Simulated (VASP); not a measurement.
# Sn4AsSe (P4mm) in VASP: relaxation of cell and atoms with PBE

Aim: the relaxation of cell and atoms of Sn4AsSe with PBE.

Everything below comes from runs of VASP 6.6.1. Logs are shortened: lines on timing, memory, paths and dates and some standing lists are left out, and cuts for length are marked.

## Step 1: The cell of the first run

It takes space group P4mm (No. 99, tetragonal). Conventional cell: a = 4.251 Å, b = 4.251 Å, c = 9.004 Å, α = 90.00°, β = 90.00°, γ = 90.00°. Within 3.7 Å of Sn (site symmetry 4mm) lie 1 As at 2.79 Å and 4 Se at 3.01 Å and 1 Sn at 3.24 Å. Sn (site symmetry 4mm) has 1 Se at 2.86 Å and 4 As at 3.01 Å and 1 Sn at 3.10 Å within 3.8 Å. Sn (site symmetry 4mm) has 1 As at 2.98 Å and 5 Sn at 3.02 to 3.24 Å within 3.9 Å. Within 4.0 Å of Sn (site symmetry 4mm) lie 5 Sn at 3.02 to 3.10 Å and 1 Se at 3.05 Å. As (site symmetry 4mm) has 6 Sn at 2.79 to 3.01 Å within 3.7 Å. Within 3.8 Å of Se (site symmetry 4mm) lie 6 Sn at 2.86 to 3.05 Å.

## Step 2: Relaxation of cell and atoms, PBE

The input, INCAR:

```
SYSTEM = Sn4AsSe
PREC = Accurate ; ENCUT = 600
EDIFF = 1E-6 ; ISMEAR = 0
SIGMA = 0.1 ; LREAL = .FALSE.
LASPH = .TRUE. ; NELM = 60
ALGO = Normal ; ISIF = 3
LWAVE = .FALSE. ; LCHARG = .FALSE.
GGA = PE ; IBRION = 2
NSW = 80 ; EDIFFG = -0.001
```

The input, KPOINTS:

```
Automatic mesh
0
G
  8 8 4
  0 0 0
```

The input, POSCAR:

```
Sn4AsSe
1.0
    4.2510002372      0.0000000000      0.0000000000
    0.0000000000      4.2510002372      0.0000000000
    0.0000000000      0.0000000000      9.0042615472
Sn As Se
4 1 1
Direct
    0.5000000000      0.5000000000      0.3419296195
    0.0000000000      0.0000000000      0.6659739606
    0.5000000000      0.5000000000      0.9826200241
    0.0000000000      0.0000000000      0.0097057196
    0.5000000000      0.5000000000      0.6518870504
    0.0000000000      0.0000000000      0.3478825959
```

Potentials or basis: VASP PAW PBE potentials, release 64 (Sn_d, As, Se).

Started as:

```
> cat potpaw_PBE.64/Sn_d/POTCAR potpaw_PBE.64/As/POTCAR potpaw_PBE.64/Se/POTCAR > POTCAR
> mpirun -np 1 vasp_std > vasp.out
```

OUTCAR:

```text
SYSTEM = Sn4AsSe
   PREC = Accurate
   ENCUT = 600
   EDIFF = 1E-6
   ISMEAR = 0
   LREAL = .FALSE.
   LASPH = .TRUE.
   NELM = 60
   ISIF = 3
   GGA = PE
   IBRION = 2
   NSW = 80
   EDIFFG = -0.001

 ion  position               nearest neighbor table
   1  0.500  0.500  0.342-   5 2.79   6 3.01   6 3.01   6 3.01   6 3.01   3 3.24
   2  0.000  0.000  0.666-   6 2.86   5 3.01   5 3.01   5 3.01   5 3.01   4 3.10
   3  0.500  0.500  0.983-   5 2.98   4 3.02   4 3.02   4 3.02   4 3.02   1 3.24
   4  0.000  0.000  0.010-   3 3.02   3 3.02   3 3.02   3 3.02   6 3.05   2 3.10
   5  0.500  0.500  0.652-   1 2.79   3 2.98   2 3.01   2 3.01   2 3.01   2 3.01
   6  0.000  0.000  0.348-   2 2.86   1 3.01   1 3.01   1 3.01   1 3.01   4 3.05

  LATTYP: Found a simple tetragonal cell.
 ALAT       =     4.2510002372
 C/A-ratio  =     2.1181512691

  Lattice vectors:

 A1 = (   4.2510002372,   0.0000000000,   0.0000000000)
 A2 = (   0.0000000000,   4.2510002372,   0.0000000000)
 A3 = (   0.0000000000,   0.0000000000,   9.0042615472)

Analysis of symmetry for initial positions (statically):
=====================================================================
 Subroutine PRICEL returns:
 Original cell was already a primitive cell.

 Routine SETGRP: Setting up the symmetry group for a
 simple tetragonal supercell.

 Subroutine GETGRP returns: Found  8 space group operations
 (whereof  8 operations were pure point group operations)
 out of a pool of 16 trial point group operations.

The static configuration has the point symmetry C_4v.

Analysis of symmetry for dynamics (positions and initial velocities):
=====================================================================
 Subroutine PRICEL returns:
 Original cell was already a primitive cell.

 Routine SETGRP: Setting up the symmetry group for a
 simple tetragonal supercell.

 Subroutine GETGRP returns: Found  8 space group operations
 (whereof  8 operations were pure point group operations)
 out of a pool of 16 trial point group operations.

The dynamic configuration has the point symmetry C_4v.

 Subroutine INISYM returns: Found  8 space group operations
 (whereof  8 operations are pure point group operations),
 and found     1 'primitive' translations

----------------------------------------------------------------------------------------

                                     Primitive cell

  volume of cell :     162.7160

  direct lattice vectors                    reciprocal lattice vectors
     4.251000237  0.000000000  0.000000000     0.235238754  0.000000000  0.000000000
     0.000000000  4.251000237  0.000000000     0.000000000  0.235238754  0.000000000
     0.000000000  0.000000000  9.004261547     0.000000000  0.000000000  0.111058524

  length of vectors
     4.251000237  4.251000237  9.004261547     0.235238754  0.235238754  0.111058524

  position of ions in fractional coordinates (direct lattice)
     0.500000000  0.500000000  0.341929620
     0.000000000  0.000000000  0.665973961
     0.500000000  0.500000000  0.982620024
     0.000000000  0.000000000  0.009705720
     0.500000000  0.500000000  0.651887050
     0.000000000  0.000000000  0.347882596

  ion indices of the primitive-cell ions
   primitive index   ion index
                 1           1
                 2           2
                 3           3
                 4           4
                 5           5
                 6           6

----------------------------------------------------------------------------------------

 KPOINTS: Automatic mesh

Automatic generation of k-mesh.
 Grid dimensions read from file:
 generate k-points for:    8    8    4

 Generating k-lattice:

  Cartesian coordinates                     Fractional coordinates (reciprocal lattice)
     0.029404844  0.000000000  0.000000000     0.125000000  0.000000000  0.000000000
     0.000000000  0.029404844  0.000000000     0.000000000  0.125000000  0.000000000
     0.000000000  0.000000000  0.027764631     0.000000000  0.000000000  0.250000000

  Length of vectors
     0.029404844  0.029404844  0.027764631

  Shift w.r.t. Gamma in fractional coordinates (k-lattice)
     0.000000000  0.000000000  0.000000000

 Subroutine IBZKPT returns following result:
 ===========================================

 Found     45 irreducible k-points:

 Following reciprocal coordinates:
            Coordinates               Weight
  0.000000  0.000000  0.000000      1.000000
  0.125000  0.000000  0.000000      4.000000
  0.250000  0.000000  0.000000      4.000000
  0.375000  0.000000  0.000000      4.000000
  0.500000  0.000000  0.000000      2.000000
  0.125000  0.125000  0.000000      4.000000
[... 16 lines left out ...]
  0.375000  0.125000  0.250000     16.000000
  0.500000  0.125000  0.250000      8.000000
 [... further k-points ...]
   k-points           NKPTS =     45   k-points in BZ     NKDIM =     45   number of bands    NBANDS=     40
   number of dos      NEDOS =    301   number of ions     NIONS =      6
   total plane-waves  NPLWV =  93312
   dimension x,y,z NGX =    36 NGY =   36 NGZ =   72
   dimension x,y,z NGXF=    72 NGYF=   72 NGZF=  144
   ions per type =               4   1   1
   NGX,Y,Z   is equivalent  to a cutoff of  14.08, 14.08, 13.29 a.u.
   NGXF,Y,Z  is equivalent  to a cutoff of  28.16, 28.16, 26.59 a.u.
 SYSTEM =  Sn4AsSe
   PREC   = accura    normal or accurate (medium, high low for compatibility)
   ISTART =      0    job   : 0-new  1-cont  2-samecut
   ICHARG =      2    charge: 1-file 2-atom 10-const
   ISPIN  =      1    spin polarized calculation?
   LNONCOLLINEAR =      F non collinear calculations
   LSORBIT =      F    spin-orbit coupling
   LASPH  =      T    aspherical Exc in radial PAW
   ENCUT  =  600.0 eV  44.10 Ry    6.64 a.u.   8.49  8.49 17.98*2*pi/ulx,y,z
   NELM   =     60;   NELMIN=  2; NELMDL= -5     # of ELM steps
   EDIFF  = 0.1E-05   stopping-criterion for ELM
   LREAL  =      F    real-space projection
   EDIFFG = -.1E-02   stopping-criterion for IOM
   NSW    =     80    number of steps for IOM
   IBRION =      2    ionic relax: 0-MD 1-quasi-New 2-CG
   NFREE  =      1    steps in history (QN), initial steepest desc. (CG)
   ISIF   =      3    stress and relaxation
   ISYM   =      2    0-nonsym 1-usesym 2-fastsym
   POTIM  = 0.5000    time-step for ionic-motion
   TEBEG  =    0.0;   TEEND  =   0.0 temperature during run
   PSTRESS=    0.0 pullay stress
   NELECT =      67.0000    total number of electrons
   NUPDOWN=      -1.0000    fix difference up-down
   EMIN   =  10.00;   EMAX   =-10.00  energy-range for DOS
   EFERMI =   0.00;   METHOD = LEGACY
   ISMEAR =     0;   SIGMA  =   0.10  broadening in eV -4-tet -1-fermi 0-gaus
   EFERMI_NEDOS =   21; number of points for ismear=-14 and -15
   IALGO  =     38    algorithm
   IMIX   =      4    mixing-type and parameters
     AMIX     =   0.40;   BMIX     =  1.00
     AMIX_MAG =   1.60;   BMIX_MAG =  1.00
  volume/ion in A,a.u.               =      27.12       183.01
  Fermi-wavevector in a.u.,A,eV,Ry     =   1.217932  2.301557 20.182310  1.483358
  Thomas-Fermi vector in A             =   2.353235
   LORBIT       =      0    0 simple, 1 ext, 2 COOP (PROOUT), +10 PAW based schemes
   GGA     = PE    functional components
   LHFCALC =     F    Hartree Fock is set to
   AEXX    =    0.0000 exact exchange contribution
   IVDW    =     0    specifies the selected vdW correction
   LEPSILON=     F    determine dielectric tensor
   LRPA    =     F    only Hartree local field effects (RPA)
 conjugate gradient relaxation of ions
 non-spin polarized calculation
 Gauss-broadening in eV      SIGMA  =   0.10
  energy-cutoff  :      600.00
  volume of cell :      162.72
 maximum number of plane-waves:      5464
 NGX is ok and might be reduce to    36
   NGX = 17   NGY = 17   NGZ = 35

--------------------------------------- Ionic step        1  -------------------------------------------

 number of electron      67.0000006 magnetization

 Free energy of the ion-electron system (eV)
  ---------------------------------------------------
  ext. energy  EPLUGINS =         0.00000000
  ---------------------------------------------------
  free energy    TOTEN  =       -24.12786172 eV

  energy without entropy =      -24.11703891  energy(sigma->0) =      -24.12245031

------------------------ aborting loop because EDIFF is reached ----------------------------------------

  FORCE on cell =-STRESS in cart. coord.  units (eV):
  Direction    XX          YY          ZZ          XY          YZ          ZX
  --------------------------------------------------------------------------------------
  -------------------------------------------------------------------------------------
  Total        0.0504103      0.0504103      0.0368202      0.0000000      0.0000000      0.0000000
  in kB        0.4963629      0.4963629      0.3625483      0.0000000      0.0000000      0.0000000
  external PRESSURE =       0.4517581 kB  Pullay stress =       0.0000000 kB
[... 101 lines left out ...]
  FREE ENERGIE OF THE ION-ELECTRON SYSTEM (eV)
  ---------------------------------------------------
  free  energy   TOTEN  =       -24.1278866691 eV

  energy  without entropy=      -24.1170120877  energy(sigma->0) =      -24.12244938

[... ionic steps 4 to 36 ...]

--------------------------------------- Ionic step       37  -------------------------------------------

 number of electron      67.0000007 magnetization

------------------------ aborting loop because EDIFF is reached ----------------------------------------
[... 75 lines left out ...]
--------------------------------------- Ionic step       39  -------------------------------------------

 number of electron      67.0000007 magnetization

 Free energy of the ion-electron system (eV)
  ---------------------------------------------------
  ext. energy  EPLUGINS =         0.00000000
  ---------------------------------------------------
  free energy    TOTEN  =       -24.12789245 eV

  energy without entropy =      -24.11699699  energy(sigma->0) =      -24.12244472

 E-fermi :   6.3056     XC(G=0):  -9.8506

 val. band max:        6.2563285198   @ k =   0.2500   0.1250   0.5000
 cond. band min:       6.3116319482   @ k =   0.3750   0.2500   0.5000
 fundamental gap:      0.0553034283
 Fermi energy:         6.3055966449

 k-point     1 :       0.0000    0.0000    0.0000
  band No.  band energies     occupation
      1     -15.3499      2.00000
      2     -15.3422      2.00000
      3     -15.3266      2.00000
      4     -15.2752      2.00000
      5     -15.2541      2.00000
      6     -15.2541      2.00000
[... 1021 lines left out ...]
     39       9.1643      0.00000
     40       9.4385      0.00000

 [... further k-points ...]

------------------------ aborting loop because EDIFF is reached ----------------------------------------

  FORCE on cell =-STRESS in cart. coord.  units (eV):
  Direction    XX          YY          ZZ          XY          YZ          ZX
  --------------------------------------------------------------------------------------
  -------------------------------------------------------------------------------------
  Total        0.0030079      0.0030079      0.0003548      0.0000000      0.0000000      0.0000000
  in kB        0.0295932      0.0295932      0.0034903      0.0000000      0.0000000      0.0000000
  external PRESSURE =       0.0208923 kB  Pullay stress =       0.0000000 kB
[... 21 lines left out ...]
  FREE ENERGIE OF THE ION-ELECTRON SYSTEM (eV)
  ---------------------------------------------------
  free  energy   TOTEN  =       -24.1278924548 eV

  energy  without entropy=      -24.1169969859  energy(sigma->0) =      -24.12244472

 reached required accuracy - stopping structural energy minimisation
```

Wall time 79 min (1 thread of Intel Xeon 8259CL, shared host); peak memory 0.53 GiB.

Results:

- Free energy: -24.1279 eV
- Relaxed volume: 27.14 Å³/atom
- Relaxed cell: a = 4.253 Å, b = 4.253 Å, c = 9.005 Å, α = 90.00°, β = 90.00°, γ = 90.00°
- Space group after relaxing (to 0.1 Å): P4mm (No. 99)
- Energy gained by relaxing: 0.0 meV/atom
- Ionic steps: 39
- Pressure after relaxing: 0.0 GPa
- Band gap on the k mesh: zero (an odd number of electrons rules out a gap without spin polarisation)

Final structure:
```xyz
6
Lattice="4.2525 0.0000 0.0000 0.0000 4.2525 0.0000 0.0000 0.0000 9.0051" Properties=species:S:1:pos:R:3 pbc="T T T"
Sn    2.1263    2.1263    3.0784
Sn    0.0000    0.0000    5.9969
Sn    2.1263    2.1263    8.8487
Sn    0.0000    0.0000    0.0875
As    2.1263    2.1263    5.8718
Se    0.0000    0.0000    3.1318
```

Caveat: spin-orbit coupling is left out, which moves the levels of the heavy elements.

The gap in the log of VASP goes by the Fermi energy; the results here count the filled bands.